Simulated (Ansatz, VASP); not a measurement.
# One calculation of ZnO, two programs

INCAR

```
SYSTEM = ZnO
  ALGO = Normal
  EDIFF = 1E-7
  EDIFFG = -0.02
  ENCUT = 520
  GGA = PE
  GGA_COMPAT = .False.
  IBRION = 2
  ISIF = 2
  ISMEAR = -1
  LASPH = .True.
  LCHARG = .False.
  LREAL = .False.
  LWAVE = .False.
  NELM = 120
  NELMIN = 4
  NSW = 80
  PREC = Accurate
  SIGMA = 0.02
```

File KPOINTS:

```
k-points
0
Gamma
  11 11 6
  0 0 0
```

The input POSCAR:

```
ZnO
1.0
    3.2709198325      0.0000000000      0.0000000000
   -1.6354599162      2.8326996687      0.0000000000
    0.0000000000      0.0000000000      5.2382632560
Zn O
2 2
Direct
    0.3333333333      0.6666666667      0.0004799578
    0.6666666667      0.3333333333      0.5004799578
    0.3333333333      0.6666666667      0.3816200422
    0.6666666667      0.3333333333      0.8816200422
```

Input for Ansatz:

```yaml
crystal:
  lattice:
    - [3.2709198325, 0.0, 0.0]
    - [-1.6354599162, 2.8326996687, 0.0]
    - [0.0, 0.0, 5.238263256]
  atoms:
    - { symbol: Zn, position: [0.3333333333, 0.6666666667, 0.0004799578] }
    - { symbol: Zn, position: [0.6666666667, 0.3333333333, 0.5004799578] }
    - { symbol: O, position: [0.3333333333, 0.6666666667, 0.3816200422] }
    - { symbol: O, position: [0.6666666667, 0.3333333333, 0.8816200422] }
kpoints:
  mp_grid: { grid: [11, 11, 6] }
scf:
  occupations: { method: fermi_dirac, width: 0.02 }
hamiltonian:
  xc: pbe
  pseudopotentials: { kind: paw }
output:
  forces: true
  stress: true
  populations: true
  efg:
    quadrupole_moments_barn: { Zn: 0.122, O: -0.02558 }
    contact_densities: true
relax:
  f_tol: 0.02
  max_steps: 60
```

Change from the starting cell: volume scaled by 1.02, ions relaxed.

Alike in both runs: task relaxation of the atoms; functional PBE; k mesh 11 × 11 × 6; occupations fermi-dirac, width 0.02 eV; no spin polarisation.

```csv
,VASP,Ansatz
version,VASP 6.6.1,Ansatz 0.2.0
potentials or method,"VASP PAW PBE potentials, release 64 (Zn, O)","plane-wave PAW, scalar-relativistic"
plane-wave cutoff (eV),520,420
valence electrons in the cell,36,36
```

```csv
,VASP,Ansatz,Ansatz less VASP
"gap on the k mesh at the Fermi level, each at its own relaxed structure (eV)",0.76,0.78,+0.016
```

Ansatz's warnings: stress scf threshold loose.

Noted on VASP's run: the relaxation stopped at its first step, so nothing moved.
